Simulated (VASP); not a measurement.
Write the native input for VASP 6.6.1 that does the following.

| Item | Value |
| --- | --- |
| Task | single point |
| Functional | PBE |
| Potentials or basis | VASP PAW PBE potentials, release 64 (I, Cu) |
| Cutoff | 520 eV |
| k mesh | 6 × 6 × 6 |
| Occupations | fermi-dirac, width 0.06 eV |
| Spin | no spin polarisation |
| Dipole correction | no |
| Further INCAR settings | ALGO = Normal; EDIFF = 1e-06; NBANDS = 16 |

The structure of CuI lies in POSCAR:

```
CuI
1.0
    0.0000000000      3.0315000000      3.0315000000
    3.0315000000      0.0000000000      3.0315000000
    3.0315000000      3.0315000000      0.0000000000
I Cu
1 1
Direct
    0.0000000000      0.0000000000      0.0000000000
    0.7500000000      0.7500000000      0.7500000000
```

One way to write it, as run:

INCAR

```
SYSTEM = CuI
PREC     = Accurate       ! precision mode
ENCUT    = 520            ! plane-wave cutoff, eV
EDIFF    = 1E-6           ! SCF threshold, eV
ISMEAR   = -1             ! smearing method
SIGMA    = 0.06           ! smearing width, eV
LREAL    = .False.        ! projectors in reciprocal space
LASPH    = .True.         ! aspherical terms in the spheres
NELM     = 100            ! most SCF steps
ALGO     = Normal         ! electronic algorithm
ISIF     = 2              ! what is computed and relaxed
LWAVE    = .False.        ! write WAVECAR
LCHARG   = .False.        ! write CHGCAR
GGA      = PE             ! functional
NBANDS   = 16             ! bands
```

KPOINTS

```
regular mesh
0
Gamma
  6 6 6
  0 0 0
```

Potentials or basis: VASP PAW PBE potentials, release 64 (I, Cu).

Run with:

```console
$ cat potpaw_PBE.64/I/POTCAR potpaw_PBE.64/Cu/POTCAR > POTCAR
$ mpirun -np 1 vasp_std > vasp.out
```

It gave:

- Pressure: 0.3 GPa
- Band gap on the k mesh: 1.14 eV

Caveat: spin-orbit coupling is left out, which moves the levels of the heavy elements.

Wall time 6.6 s on 1 thread of Intel(R) Xeon(R) 6975P-C (Granite Rapids), with other jobs on the host, peak memory 0.17 GiB.
